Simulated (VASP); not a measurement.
Set up this calculation in VASP 6.6.1, as the native input.

```
Task                   : single point
Functional             : PBE
Dispersion             : D3(BJ)
Potentials or basis    : VASP PAW PBE potentials, release 64 (Pb_d, Se)
Cutoff                 : 520 eV
k mesh                 : 10 × 10 × 10
Occupations            : gaussian, width 0.03 eV
Spin                   : no spin polarisation
Dipole correction      : no
Further INCAR settings : ALGO = Normal; EDIFF = 1e-06; NBANDS = 17
```

The structure of PbSe lies in POSCAR:

```
PbSe
1.0
   -0.2530347053      2.8983975338      3.0670873374
    2.8983975338     -0.2530347053      3.0670873374
    2.6453628285      2.6453628285      0.0000000000
Pb Se
1 1
Direct
    0.0000000000      0.0000000000      0.0000000000
    0.5000000000      0.5000000000      0.5000000000
```

The input as run:

INCAR

```
PREC = Accurate
ENCUT = 520
EDIFF = 1E-6
ISMEAR = 0
SIGMA = 0.03
LREAL = F
LASPH = T
NELM = 80
ALGO = Normal
ISIF = 2
LWAVE = F
LCHARG = T
GGA = PE
IVDW = 12
LELF = T
LVHAR = T
NBANDS = 17
```

KPOINTS

```
regular mesh
0
Gamma
  10 10 10
```

Potentials or basis: VASP PAW PBE potentials, release 64 (Pb_d, Se).

The run is started by

```sh
$ cat potpaw_PBE.64/Pb_d/POTCAR potpaw_PBE.64/Se/POTCAR > POTCAR
$ mpirun -np 1 vasp_std > vasp.out
```

Results of the run:

- Pressure: 7.7 GPa
- Band gap on the k mesh: zero (bands 10 and 11 overlap by 0.70 eV)
- Dispersion energy per atom: -0.414 eV

Caveat: the cell stands under pressure; semilocal functionals underestimate gaps, so a narrow gap can read as zero; spin-orbit coupling is left out, which moves the levels of the heavy elements.

It took 2.4 min on 1 thread of Intel Xeon 8259CL (shared host), peak memory 0.3 GiB.
